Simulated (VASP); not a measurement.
K4Br3:

```
K Br
1.0
     4.25271   -4.73999    0.00000
     4.25271    4.73999    0.00000
     0.00000    0.00000    7.52187
K Br
4 3
Direct
  0.67462 0.67462 0.75844
  0.32538 0.32538 0.75844
  0.67462 0.67462 0.24156
  0.32538 0.32538 0.24156
  0.00000 0.50000 0.50000
  0.50000 0.00000 0.50000
  0.50000 0.50000 0.00000
```

The cell was generated, and may not be a known phase.

| Item | Value |
| --- | --- |
| Program | VASP 6.6.1 |
| Task | relaxation of cell and atoms |
| Functional | PBE |
| Potentials or basis | VASP PAW PBE potentials, release 64 (K_sv, Br) |
| Cutoff | 600 eV |
| k mesh | 4 × 4 × 2 |
| Occupations | gaussian, width 0.1 eV |
| Spin | no spin polarisation |

At the start: pressure 11.6 GPa; volume 43.32 Å³/atom.

Where does the relaxation end?

Over 20 steps the energy falls by 1045.7 meV/atom and the volume is 57.69 Å³/atom (+33.2 %); space group Cmmm (No. 65, to 0.1 Å) before and after.

Step by step:
| step | energy change (eV) | largest force (eV/Å) | pressure (GPa) | volume (Å³) |
| --- | --- | --- | --- | --- |
| 1 | 0.0000 | 6.4680 | 11.58 | 303.25 |
| 2 | -7.0748 | 0.1967 | -0.25 | 456.09 |
| 3 | -7.0351 | 0.3501 | 0.18 | 428.94 |
| 4 | -7.0783 | 0.2223 | -0.17 | 449.57 |
| 5 | -7.0772 | 0.2375 | -0.12 | 446.37 |
| 6 | -7.1034 | 0.2243 | -0.04 | 442.91 |
| 7 | -7.1421 | 0.2327 | 0.24 | 432.38 |
| 8 | -7.1702 | 0.2040 | 0.13 | 438.49 |
| 9 | -7.2143 | 0.1249 | -0.16 | 456.98 |
| 10 | -7.2161 | 0.1066 | -0.21 | 461.19 |
| 11 | -7.2408 | 0.0816 | -0.14 | 454.46 |
| 12 | -7.2537 | 0.0437 | -0.04 | 445.60 |
| 13 | -7.2663 | 0.0527 | -0.05 | 440.29 |
| 14 | -7.2728 | 0.1123 | -0.06 | 434.11 |
| 15 | -7.2848 | 0.0988 | 0.01 | 425.36 |
| 16 | -7.2951 | 0.0808 | 0.18 | 404.37 |
| 17 | -7.3006 | 0.0696 | 0.14 | 403.58 |
| 18 | -7.3058 | 0.0423 | 0.03 | 401.52 |
| 19 | -7.3110 | 0.0364 | 0.02 | 402.12 |
| 20 | -7.3201 | 0.0207 | -0.01 | 403.81 |

Final structure:
```cif
data_structure
_symmetry_space_group_name_H-M 'P 1'
_symmetry_Int_Tables_number 1
_cell_length_a 6.7254
_cell_length_b 6.7254
_cell_length_c 8.9320
_cell_angle_alpha 90.000
_cell_angle_beta 90.000
_cell_angle_gamma 88.229
_cell_volume 403.81
loop_
_atom_site_label
_atom_site_type_symbol
_atom_site_fract_x
_atom_site_fract_y
_atom_site_fract_z
_atom_site_occupancy
K1 K 0.73973 0.73973 0.74717 1
K2 K 0.26027 0.26027 0.74717 1
K3 K 0.73973 0.73973 0.25283 1
K4 K 0.26027 0.26027 0.25283 1
Br1 Br 0.00000 0.50000 0.50000 1
Br2 Br 0.50000 0.00000 0.50000 1
Br3 Br 0.50000 0.50000 0.00000 1
```

Caveat: the k points lie up to 0.35 Å⁻¹ apart in the final cell, too coarse for converged energies and pressures of a metal; the volume moved by over 15 % at a fixed basis, so the end points are rough; an odd number of electrons without spin polarisation forces a metal; a magnetic or distorted state may lie lower.
